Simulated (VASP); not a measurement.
# Os (P6_3/mmc) in VASP: further runs, part 2 of 3

VASP 6.6.1. Earlier steps stand in the parts before.

### Step 3. Single point, PBE (zz strain of -3 %)

The input, INCAR:

```
ALGO = Normal
EDIFF = 1E-6
ENCUT = 600
GGA = PE
GGA_COMPAT = F
ISIF = 2
ISMEAR = -1
LASPH = T
LCHARG = F
LREAL = F
LWAVE = F
NBANDS = 15
NELM = 120
PREC = Accurate
SIGMA = 0.05
```

The input, KPOINTS:

```
k-points
0
Gamma
  15 15 9
```

The input, POSCAR:

```
Os
1.0
    2.7340999755      0.0000000000      0.0000000000
   -1.3670499878      2.3678000353      0.0000000000
    0.0000000000      0.0000000000      4.1901090000
Os
2
Direct
    0.3333333333      0.6666666667      0.2500000000
    0.6666666667      0.3333333333      0.7500000000
```

Potentials or basis: VASP PAW PBE potentials, release 64 (Os).

Command:

```sh
> cat potpaw_PBE.64/Os/POTCAR > POTCAR
> mpirun -np 1 vasp_std > vasp.out
```

OUTCAR:

```text
EDIFF = 1E-6
   ENCUT = 600
   GGA = PE
   ISIF = 2
   ISMEAR = -1
   LASPH = T
   LREAL = F
   NELM = 120
   PREC = Accurate

 ion  position               nearest neighbor table
   1  0.333  0.667  0.250-   2 2.62   2 2.62   2 2.62   2 2.62   2 2.62   2 2.62
   2  0.667  0.333  0.750-   1 2.62   1 2.62   1 2.62   1 2.62   1 2.62   1 2.62

  LATTYP: Found a hexagonal cell.
 ALAT       =     2.7340999755
 C/A-ratio  =     1.5325368632

  Lattice vectors:

 A1 = (   2.7340999755,   0.0000000000,   0.0000000000)
 A2 = (  -1.3670499878,   2.3678000353,   0.0000000000)
 A3 = (   0.0000000000,   0.0000000000,   4.1901090000)

Analysis of symmetry for initial positions (statically):
=====================================================================
 Subroutine PRICEL returns:
 Original cell was already a primitive cell.

 Routine SETGRP: Setting up the symmetry group for a
 hexagonal supercell.

 Subroutine GETGRP returns: Found 24 space group operations
 (whereof 12 operations were pure point group operations)
 out of a pool of 24 trial point group operations.

The static configuration has the point symmetry D_3d.
 The point group associated with its full space group is D_6h.

Analysis of symmetry for dynamics (positions and initial velocities):
=====================================================================
 Subroutine PRICEL returns:
 Original cell was already a primitive cell.

 Routine SETGRP: Setting up the symmetry group for a
 hexagonal supercell.

 Subroutine GETGRP returns: Found 24 space group operations
 (whereof 12 operations were pure point group operations)
 out of a pool of 24 trial point group operations.

The dynamic configuration has the point symmetry D_3d.
 The point group associated with its full space group is D_6h.

 Subroutine INISYM returns: Found 24 space group operations
 (whereof 12 operations are pure point group operations),
 and found     1 'primitive' translations

[... 118 lines left out ...]
   LORBIT       =      0    0 simple, 1 ext, 2 COOP (PROOUT), +10 PAW based schemes
   GGA     = PE    functional components
   LHFCALC =     F    Hartree Fock is set to
   AEXX    =    0.0000 exact exchange contribution
   IVDW    =     0    specifies the selected vdW correction
   LEPSILON=     F    determine dielectric tensor
   LRPA    =     F    only Hartree local field effects (RPA)
 non-spin polarized calculation
  energy-cutoff  :      600.00
  volume of cell :       27.13
 maximum number of plane-waves:       929
 NGX is ok and might be reduce to    24
   NGX = 11   NGY = 11   NGZ = 17

 number of electron      16.0000000 magnetization

 Free energy of the ion-electron system (eV)
  ---------------------------------------------------
  ext. energy  EPLUGINS =         0.00000000
  ---------------------------------------------------
  free energy    TOTEN  =       -22.36804198 eV

  energy without entropy =      -22.35827501  energy(sigma->0) =      -22.36315850

 E-fermi :   9.9463     XC(G=0): -14.2344

 val. band max:        9.9420673858   @ k =   0.2667   0.1333   0.1111
 cond. band min:       9.9506536421   @ k =   0.2000   0.1333   0.1111
 fundamental gap:      0.0085862563
 Fermi energy:         9.9462858883

 k-point     1 :       0.0000    0.0000    0.0000
  band No.  band energies     occupation
      1      -1.2790      2.00000
      2       1.8743      2.00000
      3       6.6922      2.00000
      4       6.6922      2.00000
      5       7.3824      2.00000
      6       7.6712      2.00000
      7       7.6712      2.00000
      8       8.0232      2.00000
      9       8.0232      2.00000
     10      10.3504      0.00062
     11      11.7051      0.00000
     12      11.7051      0.00000
     13      19.7794      0.00000
     14      23.8200      0.00000
[... 401 lines left out ...]
      2       3.5016      2.00000
      3       3.5837      2.00000
      4       5.7009      2.00000
      5       6.0433      2.00000
      6       7.0400      2.00000
      7       8.4203      2.00000
      8      11.5810      0.00000
      9      12.1309      0.00000
     10      12.6201      0.00000
     11      14.9286      0.00000
     12      15.6125      0.00000
     13      18.2392      0.00000
     14      21.6143      0.00000
     15      24.5611      0.00000

 [... further k-points ...]
[... 5 lines left out ...]
  --------------------------------------------------------------------------------------
  -------------------------------------------------------------------------------------
  Total        2.9395305      2.9395305      6.6753640     -0.0000000      0.0000000      0.0000000
  in kB      173.6216278    173.6216278    394.2764187     -0.0000000      0.0000000      0.0000000
  external PRESSURE =     247.1732248 kB  Pullay stress =       0.0000000 kB

 VOLUME and BASIS-vectors are now :
 -----------------------------------------------------------------------------
  energy-cutoff  :      600.00
  volume of cell :       27.13
      direct lattice vectors                 reciprocal lattice vectors
     2.734099975  0.000000000  0.000000000     0.365751073  0.211166481  0.000000000
    -1.367049988  2.367800035  0.000000000     0.000000000  0.422332961  0.000000000
     0.000000000  0.000000000  4.190109000     0.000000000  0.000000000  0.238657276

 POSITION                                       TOTAL-FORCE (eV/Angst)
 -----------------------------------------------------------------------------------
     -0.00000      1.57853      1.04753         0.000000      0.000000      0.000000
      1.36705      0.78927      3.14258        -0.000000     -0.000000      0.000000
 -----------------------------------------------------------------------------------
    total drift:                               -0.000000      0.000000     -0.000000

  FREE ENERGIE OF THE ION-ELECTRON SYSTEM (eV)
  ---------------------------------------------------
  free  energy   TOTEN  =       -22.3680419804 eV

  energy  without entropy=      -22.3582750112  energy(sigma->0) =      -22.36315850
```

OSZICAR:

```text
N       E                     dE             d eps       ncg     rms          rms(c)
DAV:   1     0.119072911645E+03    0.11907E+03   -0.80876E+03  4050   0.116E+03
DAV:   2    -0.181383003103E+02   -0.13721E+03   -0.11893E+03  4078   0.348E+02
DAV:   3    -0.236703036403E+02   -0.55320E+01   -0.53335E+01  5485   0.633E+01
DAV:   4    -0.237168126374E+02   -0.46509E-01   -0.46446E-01  4386   0.579E+00
DAV:   5    -0.237170533133E+02   -0.24068E-03   -0.24065E-03  5605   0.401E-01    0.250E+01
DAV:   6    -0.227027249718E+02    0.10143E+01   -0.75553E-01  5156   0.749E+00    0.118E+01
DAV:   7    -0.223759402691E+02    0.32678E+00   -0.59390E-01  5240   0.651E+00    0.583E-01
DAV:   8    -0.223703874491E+02    0.55528E-02   -0.68719E-03  4169   0.634E-01    0.369E-01
DAV:   9    -0.223680453899E+02    0.23421E-02   -0.17750E-03  4953   0.421E-01    0.414E-02
DAV:  10    -0.223680602449E+02   -0.14855E-04   -0.52272E-05  5282   0.601E-02    0.887E-03
DAV:  11    -0.223680435032E+02    0.16742E-04   -0.28566E-06  4638   0.188E-02    0.187E-03
DAV:  12    -0.223680421301E+02    0.13732E-05   -0.10376E-07  2809   0.353E-03    0.737E-04
DAV:  13    -0.223680419804E+02    0.14962E-06   -0.99475E-09  2515   0.910E-04
   1 F= -.22368042E+02 E0= -.22363158E+02  d E =-.976697E-02
```

Wall time 87 s (1 thread of Intel Xeon 8259CL, shared host); peak memory 0.2 GiB.

What came out:

```yaml
Free_energy: -22.3680 eV
Pressure: 24.7 GPa
Band_gap_on_the_k_mesh: zero (bands 8 and 9 overlap by 4.04 eV)
```

Caveat: the cell differs from its parent crystal (zz strain of -3 %); the cell stands under pressure; spin-orbit coupling is left out, which moves the levels of the heavy elements.

### Step 4. Single point, PBE (zz strain of -2 %)

The input, INCAR:

```
PREC = Accurate
ENCUT = 600
EDIFF = 1E-6
ISMEAR = -1
SIGMA = 0.05
LREAL = F
LASPH = T
NELM = 120
ALGO = Normal
ISIF = 2
LWAVE = F
LCHARG = F
GGA = PE
NBANDS = 15
GGA_COMPAT = F
```

The input, KPOINTS:

```
Automatic mesh
0
Gamma
  15 15 9
```

Changes to POSCAR since step 3:

```diff
@@ -4,3 +4,3 @@
    -1.3670499878      2.3678000353      0.0000000000
-    0.0000000000      0.0000000000      4.1901090000
+    0.0000000000      0.0000000000      4.2333060000
 Os
```

Command:

```sh
> cat potpaw_PBE.64/Os/POTCAR > POTCAR
> mpirun -np 1 vasp_std > vasp.out
```

It took 84 s on 1 thread of Intel Xeon 8259CL, shared host; peak memory 0.2 GiB.

The run converged. Its results:

```yaml
Free_energy: -22.4275 eV
Pressure: 19.0 GPa
Band_gap_on_the_k_mesh: zero (bands 8 and 9 overlap by 3.94 eV)
```

Stress tensor (GPa, compression positive):
```
14.09  0.00  0.00
 0.00 14.09  0.00
 0.00  0.00 28.81
```

Levels at points of the mesh, in eV from the Fermi level:
| k point | band 5 | band 6 | band 7 | band 8 | band 9 | band 10 | band 11 | band 12 |
| --- | --- | --- | --- | --- | --- | --- | --- | --- |
| (0.00, 0.00, 0.00) | -2.64 | -2.25 | -2.25 | -1.80 | -1.80 | 0.27 | 1.74 | 1.74 |

Caveat: the cell differs from its parent crystal (zz strain of -2 %); the cell stands under pressure; spin-orbit coupling is left out, which moves the levels of the heavy elements.

(Part 2 of 3 ends here.)
